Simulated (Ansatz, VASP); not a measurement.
## Ru: VASP beside Ansatz

Contents of INCAR:

```
SYSTEM = Ru
PREC = Accurate ; ENCUT = 420
EDIFF = 1E-8 ; ISMEAR = 0
SIGMA = 0.025 ; LREAL = .False.
LASPH = .True. ; NELM = 120
ALGO = Normal ; ISIF = 2
LWAVE = .False. ; LCHARG = .False.
GGA = PE ; LEFG = .True.
NBANDS = 23 ; GGA_COMPAT = .False.
```

KPOINTS

```
regular mesh
0
Gamma
  20 20 11
  0 0 0
```

The input POSCAR:

```
Ru
1.0
    2.7058000000      0.0000000000      0.0000000000
   -1.3529000000      2.3432915376      0.0000000000
    0.0000000000      0.0000000000      4.2819000000
Ru
2
Direct
    0.3333333333      0.6666666667      0.2500000000
    0.6666666667      0.3333333333      0.7500000000
```

Input for Ansatz:

```yaml
crystal:
  lattice:
    - [2.7058, 0.0, 0.0]
    - [-1.3529, 2.3432915376, 0.0]
    - [0.0, 0.0, 4.2819]
  atoms:
    - { symbol: Ru, position: [0.3333333333, 0.6666666667, 0.25] }
    - { symbol: Ru, position: [0.6666666667, 0.3333333333, 0.75] }
kpoints:
  mp_grid: { grid: [20, 20, 11] }
scf:
  occupations: { method: gaussian, width: 0.025 }
hamiltonian:
  xc: pbe
  pseudopotentials: { kind: paw }
output:
  forces: true
  stress: true
  populations: true
  efg: { quadrupole_moments_barn: { Ru: 0.079 }, contact_densities: true }
  write_density: true
  write_potential: true
  elf: true
  volumetric_format: npy
```

Alike in both runs: task electric field gradients; functional PBE; k mesh 20 × 20 × 11; occupations gaussian, width 0.025 eV; no spin polarisation.

|  | VASP | Ansatz |
| --- | --- | --- |
| version | VASP 6.6.1 | Ansatz 0.2.0 |
| potentials or method | VASP PAW PBE potentials, release 64 (Ru_sv) | plane-wave PAW, scalar-relativistic |
| plane-wave cutoff (eV) | 420 | 420 |
| valence electrons in the cell | 32 | 32 |

```tsv
	VASP	Ansatz	Ansatz less VASP
size of Vzz on the site where it differs most (V/Å²)	14.7	12.1	-2.63
```

With one functional, cell and mesh, what is left measures potentials, basis and numerics.
